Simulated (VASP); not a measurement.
# H5C16F in VASP: a series of runs, part 2 of 2

VASP 6.6.1.

### 4 Single point, PBE+D3(BJ)

INCAR reads:

```
ALGO = Normal
EDIFF = 1E-7
ENCUT = 520
GGA = PE
ISIF = 2
ISMEAR = 0
IVDW = 12
LASPH = True
LCHARG = True
LELF = True
LREAL = Auto
LVHAR = True
LWAVE = False
NBANDS = 55
NELM = 60
PREC = Accurate
SIGMA = 0.05
```

KPOINTS reads:

```
k-points
0
Gamma
  3 3 1
```

POSCAR reads:

```
H5C16F
1.0
    5.0487420000      0.0000000000      0.0000000000
    2.5243710000      4.3723390000      0.0000000000
    0.0000000000      0.0000000000     16.6764260000
H C F
5 16 1
Direct
    0.1666667000      0.1666667000      0.0599649000
    0.6666667000      0.1666667000      0.0599649000
    0.1666667000      0.6666667000      0.0599649000
    0.6666667000      0.6666667000      0.0599649000
    0.0604885467      0.5501839108      0.3732361741
    0.1666667000      0.1666667000      0.1259263000
    0.6666667000      0.1666667000      0.1259263000
    0.1666667000      0.6666667000      0.1259263000
    0.6666667000      0.6666667000      0.1259263000
   -0.1666667000      0.3333333000      0.1568253000
    0.3333333000      0.3333333000      0.1568253000
   -0.1666667000      0.8333333000      0.1568253000
    0.3333333000      0.8333333000      0.1568253000
   -0.1651866443      0.3347644030      0.2562603453
    0.3316834687      0.3337033694      0.2554616119
   -0.1662527647      0.8316961011      0.2555923884
    0.3337516328      0.8338294741      0.2569419827
   -0.0005098083      0.0003858115      0.2703704127
    0.5005231537      0.0004750268      0.2725631646
    0.0002548318      0.5001912871      0.2810211798
    0.5003783124      0.4994973803      0.2701798231
    0.1449047636      0.6216633674      0.4184786398
```

Potentials or basis: VASP PAW PBE potentials, release 64 (H, C, F).

Launch:

```
$ cat potpaw_PBE.64/H/POTCAR potpaw_PBE.64/C/POTCAR potpaw_PBE.64/F/POTCAR > POTCAR
$ mpirun -np 1 vasp_std > vasp.out
```

OUTCAR:

```text
EDIFF = 1E-7
   ENCUT = 520
   GGA = PE
   ISIF = 2
   ISMEAR = 0
   IVDW = 12
   LASPH = True
   LREAL = Auto
   NELM = 60
   PREC = Accurate
 IVDW          = 12

 ion  position               nearest neighbor table
   1  0.167  0.167  0.060-   6 1.10
   2  0.667  0.167  0.060-   7 1.10
   3  0.167  0.667  0.060-   8 1.10
   4  0.667  0.667  0.060-   9 1.10
   5  0.060  0.550  0.373-  22 1.02
   6  0.167  0.167  0.126-   1 1.10  11 1.55  10 1.55  13 1.55
   7  0.667  0.167  0.126-   2 1.10  10 1.55  11 1.55  12 1.55
   8  0.167  0.667  0.126-   3 1.10  13 1.55  12 1.55  11 1.55
   9  0.667  0.667  0.126-   4 1.10  12 1.55  13 1.55  10 1.55
  10  0.833  0.333  0.157-   7 1.55   6 1.55   9 1.55  14 1.66
  11  0.333  0.333  0.157-   6 1.55   7 1.55   8 1.55  15 1.64
  12  0.833  0.833  0.157-   9 1.55   8 1.55   7 1.55  16 1.65
  13  0.333  0.833  0.157-   8 1.55   9 1.55   6 1.55  17 1.67
  14  0.835  0.335  0.256-  21 1.48  18 1.48  20 1.50  10 1.66
  15  0.332  0.334  0.255-  21 1.48  19 1.48  20 1.51  11 1.64
  16  0.834  0.832  0.256-  18 1.48  19 1.48  20 1.51  12 1.65
  17  0.334  0.834  0.257-  21 1.48  18 1.48  19 1.48  13 1.67
  18  0.999  0.000  0.270-  17 1.48  14 1.48  16 1.48
[... 218 lines left out ...]
  band No.  band energies     occupation
      1     -23.2197      2.00000
      2     -21.8090      2.00000
      3     -18.9987      2.00000
      4     -16.6592      2.00000
      5     -16.5384      2.00000
      6     -16.5315      2.00000
[... 254 lines left out ...]
     49       6.2805      0.00000
     50       6.2899      0.00000
 [bands above 50 left out]

------------------------ aborting loop because EDIFF is reached ----------------------------------------

 Edisp (eV)   -2.33895

 E8    (eV) :    -0.6892

  FORCE on cell =-STRESS in cart. coord.  units (eV):
  Direction    XX          YY          ZZ          XY          YZ          ZX
  --------------------------------------------------------------------------------------
  -------------------------------------------------------------------------------------
  Total      -0.66963    -0.66631    -3.13381    -0.00306     0.01764     0.03373
  in kB      -2.91440    -2.89992   -13.63901    -0.01332     0.07679     0.14679
  external pressure =       -6.48 kB  Pullay stress =        0.00 kB

 VOLUME and BASIS-vectors are now :
 -----------------------------------------------------------------------------
  energy-cutoff  :      520.00
  volume of cell :      368.13
      direct lattice vectors                 reciprocal lattice vectors
     5.048742000  0.000000000  0.000000000     0.198069143 -0.114355268  0.000000000
     2.524371000  4.372339000  0.000000000     0.000000000  0.228710537  0.000000000
     0.000000000  0.000000000 16.676426000     0.000000000  0.000000000  0.059964887

 POSITION                                       TOTAL-FORCE (eV/Angst)
 -----------------------------------------------------------------------------------
      1.26219      0.72872      1.00000         0.010881     -0.009373     -0.043336
      3.78656      0.72872      1.00000         0.005338      0.002570     -0.145841
      2.52437      2.91489      1.00000         0.014760      0.010550     -0.122778
      5.04874      2.91489      1.00000        -0.001101      0.014712     -0.047603
      1.69426      2.40559      6.22425        -0.103905     -0.049929     -0.124005
      1.26219      0.72872      2.10000        -0.002188      0.084104      1.684320
[... 14 lines left out ...]
      3.78720      2.18397      4.50563        -0.001184      0.005982      0.011837
      2.30090      2.71812      6.97873         0.097021      0.053142      0.123366
 -----------------------------------------------------------------------------------
    total drift:                                0.001603      0.005224     -0.071835

  FREE ENERGIE OF THE ION-ELECTRON SYSTEM (eV)
  ---------------------------------------------------
  free  energy   TOTEN  =      -162.9533091865 eV

  energy  without entropy=     -162.9435276803  energy(sigma->0) =     -162.94841843
```

stdout:

```text
POSCAR found type information on POSCAR H C F
 POSCAR found :  3 types and      22 ions
 scaLAPACK will be used
 LDA part: xc-table for (Slater+PW92), standard interpolation
 POSCAR, INCAR and KPOINTS ok, starting setup
 FFT: planning ... GRIDC
 FFT: planning ... GRID_SOFT
 FFT: planning ... GRID
 WAVECAR not read
 entering main loop
```

Wall time 3.9 min (1 thread of AMD EPYC 9R45 (Zen 5), shared host); peak memory 0.46 GiB.

What came out:

| Quantity | Value |
| --- | --- |
| Free energy | -162.9533 eV |
| Largest force | 1.768 eV/Å |
| Band gap on the k mesh | zero (bands 38 and 39 overlap by 0.32 eV) |
| Dispersion energy per atom | -0.106 eV |

Forces on the atoms (eV/Å):
```
H    0.011 -0.009 -0.043
H    0.005  0.003 -0.146
H    0.015  0.011 -0.123
H   -0.001  0.015 -0.048
H   -0.104 -0.050 -0.124
C   -0.002  0.084  1.684
C    0.003  0.001  1.541
C   -0.062 -0.035  1.568
C    0.072 -0.043  1.679
C   -0.102 -0.053 -1.577
C    0.118  0.001 -1.426
C    0.057  0.105 -1.414
C   -0.128 -0.085 -1.762
C    0.009  0.000  0.015
C    0.000  0.003 -0.010
C    0.005 -0.007  0.002
C    0.001  0.002  0.008
C    0.007 -0.001 -0.002
C   -0.007 -0.002  0.012
C    0.008  0.002  0.030
C   -0.001  0.006  0.012
F    0.097  0.053  0.123
```

Caveat: the k points lie up to 0.48 Å⁻¹ apart.

### 5 Single point, PBE+D3(BJ)

INCAR reads:

```
SYSTEM = H5C16F
PREC = Accurate ; ENCUT = 520
EDIFF = 1E-7 ; ISMEAR = 0
SIGMA = 0.05 ; LREAL = Auto
LASPH = .True. ; NELM = 100
ALGO = Normal ; ISIF = 2
LWAVE = .False. ; LCHARG = .False.
GGA = PE ; IVDW = 12
NBANDS = 55
```

KPOINTS reads:

```
regular mesh
0
Gamma
  3 3 1
  0 0 0
```

POSCAR reads:

```
H5C16F
1.0
    5.0487420000      0.0000000000      0.0000000000
    2.5243710000      4.3723390000      0.0000000000
    0.0000000000      0.0000000000     16.6764260000
H C F
5 16 1
Direct
    0.1666667848      0.1666666285      0.0599648870
    0.6666667848      0.1666666285      0.0599648870
    0.1666666285      0.6666667429      0.0599648870
    0.6666666285      0.6666667429      0.0599648870
    0.0604884232      0.5501840091      0.3732361478
    0.1666667848      0.1666666285      0.1259263226
    0.6666667848      0.1666666285      0.1259263226
    0.1666666285      0.6666667429      0.1259263226
    0.6666666285      0.6666667429      0.1259263226
   -0.1666666285      0.3333332571      0.1568253294
    0.3333333715      0.3333332571      0.1568253294
   -0.1666667848      0.8333333715      0.1568253294
    0.3333332152      0.8333333715      0.1568253294
   -0.1651865530      0.3347642989      0.2562603642
    0.3316834252      0.3337033107      0.2554616319
   -0.1662527707      0.8316960327      0.2555924153
    0.3337516813      0.8338294446      0.2569419851
   -0.0005098280      0.0003858347      0.2703704019
    0.5005230696      0.0004750318      0.2725631379
    0.0002548252      0.5001913164      0.2810211852
    0.5003783571      0.4994974086      0.2701798335
    0.1449048130      0.6216633706      0.4184786357
```

Launch:

```
$ cat potpaw_PBE.64/H/POTCAR potpaw_PBE.64/C/POTCAR potpaw_PBE.64/F/POTCAR > POTCAR
$ mpirun -np 1 vasp_std > vasp.out
```

It took 3.8 min on 1 thread of AMD EPYC 9R45 (Zen 5), shared host; peak memory 0.46 GiB.

Results (log left out):

```yaml
Free_energy: -162.9533 eV
Largest_force: 1.768 eV/Å
Band_gap_on_the_k_mesh: zero (bands 38 and 39 overlap by 0.32 eV)
Dispersion_energy_per_atom: -0.106 eV
```

Forces on the atoms (eV/Å):
```
H    0.011 -0.009 -0.043
H    0.005  0.003 -0.146
H    0.015  0.011 -0.123
H   -0.001  0.015 -0.048
H   -0.104 -0.050 -0.124
C   -0.002  0.084  1.684
C    0.003  0.001  1.541
C   -0.062 -0.035  1.568
C    0.072 -0.043  1.679
C   -0.102 -0.053 -1.577
C    0.118  0.001 -1.426
C    0.057  0.105 -1.414
C   -0.128 -0.085 -1.762
C    0.009  0.000  0.015
C    0.000  0.003 -0.010
C    0.005 -0.007  0.002
C    0.001  0.002  0.008
C    0.007 -0.001 -0.002
C   -0.007 -0.002  0.012
C    0.008  0.002  0.030
C   -0.001  0.006  0.012
F    0.097  0.053  0.123
```

Levels at points of the mesh, in eV from the Fermi level:
| k point | band 36 | band 37 | band 38 | band 39 | band 40 | band 41 |
| --- | --- | --- | --- | --- | --- | --- |
| (0.00, 0.00, 0.00) | -2.13 | -0.44 | -0.29 | -0.19 | 0.10 | 2.36 |

Caveat: the k points lie up to 0.48 Å⁻¹ apart.

### 6 Single point, PBE+D3(BJ)

INCAR reads:

```
PREC = Accurate ; ENCUT = 520
EDIFF = 1E-6 ; ISMEAR = 0
SIGMA = 0.05 ; LREAL = Auto
LASPH = T ; NELM = 80
ALGO = Normal ; ISIF = 2
LWAVE = F ; LCHARG = T
GGA = PE ; IVDW = 12
LELF = T ; LVHAR = T
NBANDS = 55
```

KPOINTS reads:

```
regular mesh
0
Gamma
  3 3 1
```

POSCAR is that of step 5.

Potentials or basis: VASP PAW PBE potentials, release 64 (H, C, F).

Launch:

```
$ cat potpaw_PBE.64/H/POTCAR potpaw_PBE.64/C/POTCAR potpaw_PBE.64/F/POTCAR > POTCAR
$ mpirun -np 1 vasp_std > vasp.out
```

Run time: 2.8 min. Hardware: 1 thread of AMD EPYC 9R45 (Zen 5), shared host; peak memory 0.46 GiB.

Results (log left out):

```
Free energy                : -162.9533 eV
Largest force              : 1.768 eV/Å
Band gap on the k mesh     : zero (bands 38 and 39 overlap by 0.32 eV)
Dispersion energy per atom : -0.106 eV
```

Forces in eV/Å, atoms in the order of the input:
```
H    0.011 -0.009 -0.043
H    0.005  0.003 -0.146
H    0.015  0.011 -0.123
H   -0.001  0.015 -0.048
H   -0.104 -0.050 -0.124
C   -0.002  0.084  1.684
C    0.003  0.001  1.541
C   -0.062 -0.035  1.568
C    0.072 -0.043  1.679
C   -0.102 -0.053 -1.577
C    0.118  0.001 -1.426
C    0.057  0.105 -1.414
C   -0.128 -0.085 -1.762
C    0.009  0.000  0.015
C    0.000  0.003 -0.010
C    0.004 -0.007  0.002
C    0.001  0.002  0.008
C    0.007 -0.001 -0.002
C   -0.007 -0.002  0.012
C    0.008  0.002  0.030
C   -0.001  0.006  0.012
F    0.097  0.053  0.123
```

Levels at points of the mesh, in eV from the Fermi level:
| k point | band 34 | band 35 | band 36 | band 37 | band 38 | band 39 | band 40 | band 41 | band 42 | band 43 |
| --- | --- | --- | --- | --- | --- | --- | --- | --- | --- | --- |
| (0.00, 0.00, 0.00) | -2.88 | -2.14 | -2.13 | -0.44 | -0.29 | -0.19 | 0.10 | 2.36 | 4.37 | 4.48 |

Caveat: the k points lie up to 0.48 Å⁻¹ apart.

### 7 Single point, PBE+D3(BJ)

INCAR reads:

```
SYSTEM = H5C16F
PREC = Accurate ; ENCUT = 520
EDIFF = 1E-7 ; ISMEAR = 0
SIGMA = 0.05 ; LREAL = Auto
LASPH = .True. ; NELM = 80
ALGO = Normal ; ISIF = 2
LWAVE = .False. ; LCHARG = .True.
GGA = PE ; IVDW = 12
LELF = .True. ; LVHAR = .True.
NBANDS = 55
```

KPOINTS reads:

```
regular mesh
0
Gamma
  3 3 1
  0 0 0
```

POSCAR reads:

```
H5C16F
1.0
    5.0487420000      0.0000000000      0.0000000000
    2.5243710000      4.3723390000      0.0000000000
    0.0000000000      0.0000000000     16.6764260000
H C F
5 16 1
Direct
    0.1666667848      0.1666666285      0.0599648870
    0.6666667848      0.1666666285      0.0599648870
    0.1666666285      0.6666667429      0.0599648870
    0.6666666285      0.6666667429      0.0599648870
    0.0366357959      0.5294841045      0.3546992023
    0.1666667848      0.1666666285      0.1259262626
    0.6666667848      0.1666666285      0.1259262626
    0.1666666285      0.6666667429      0.1259262626
    0.6666666285      0.6666667429      0.1259262626
   -0.1666666285      0.3333332571      0.1568252694
    0.3333333715      0.3333332571      0.1568252694
   -0.1666667848      0.8333333715      0.1568252694
    0.3333332152      0.8333333715      0.1568252694
   -0.1657883074      0.3342220262      0.2564659838
    0.3330052445      0.3331754468      0.2540724853
   -0.1666050134      0.8330129480      0.2546103704
    0.3338531798      0.8337793570      0.2574438312
    0.0001248890     -0.0005116255      0.2718768398
    0.5010094053      0.0005374698      0.2726964998
    0.0015185140      0.5010560709      0.2846988917
    0.4993453140      0.4999662652      0.2722233169
    0.1754332506      0.6415902335      0.4104092208
```

Launch:

```
$ cat potpaw_PBE.64/H/POTCAR potpaw_PBE.64/C/POTCAR potpaw_PBE.64/F/POTCAR > POTCAR
$ mpirun -np 1 vasp_std > vasp.out
```

Run time: 3 min. Hardware: 1 thread of AMD EPYC 9R45 (Zen 5), shared host; peak memory 0.46 GiB.

Results (log left out):

| Property | Result |
| --- | --- |
| Free energy | -163.1233 eV |
| Largest force | 1.655 eV/Å |
| Band gap on the k mesh | zero (bands 38 and 39 overlap by 0.10 eV) |
| Dispersion energy per atom | -0.107 eV |

Forces on the atoms (eV/Å):
```
H   -0.004 -0.030 -0.076
H    0.020  0.008 -0.090
H    0.009  0.011 -0.170
H   -0.020  0.015 -0.079
H   -0.423 -0.225 -0.748
C   -0.007  0.073  1.653
C   -0.007 -0.002  1.593
C   -0.068 -0.044  1.481
C    0.056 -0.044  1.642
C    0.019  0.055 -1.140
C    0.014  0.072 -1.236
C    0.054  0.013 -1.233
C   -0.170 -0.126 -1.599
C    0.030  0.009 -0.006
C   -0.017  0.017 -0.057
C    0.013 -0.023 -0.047
C   -0.016  0.002  0.021
C    0.028 -0.031  0.091
C   -0.025 -0.004  0.044
C    0.022  0.002  0.167
C   -0.019  0.029  0.103
F    0.511  0.221 -0.313
```

Levels at points of the mesh, in eV from the Fermi level:
```csv
k point,band 35,band 36,band 37,band 38,band 39,band 40,band 41,band 42
"(0.00, 0.00, 0.00)",-1.51,-1.29,-0.73,-0.17,-0.11,0.30,2.56,4.46
```

Caveat: the k points lie up to 0.48 Å⁻¹ apart.

### 8 The runs side by side

```tsv
cell	gap on the mesh (eV)	largest force (eV/Å)
as given, atomic positions A	-	1.69
as given, atomic positions B	none	1.77
as given, atomic positions C	none	1.65
```

Alike in all rows: task single point; level PBE+D3(BJ); potentials or basis VASP PAW PBE potentials, release 64 (H, C, F); no spin polarisation; k mesh 3 × 3 × 1; cutoff (eV) 520; smearing gaussian 0.05 eV.

Caveats: all runs use coarse meshes.

Absolute energies hang on the potentials; compare differences alone.
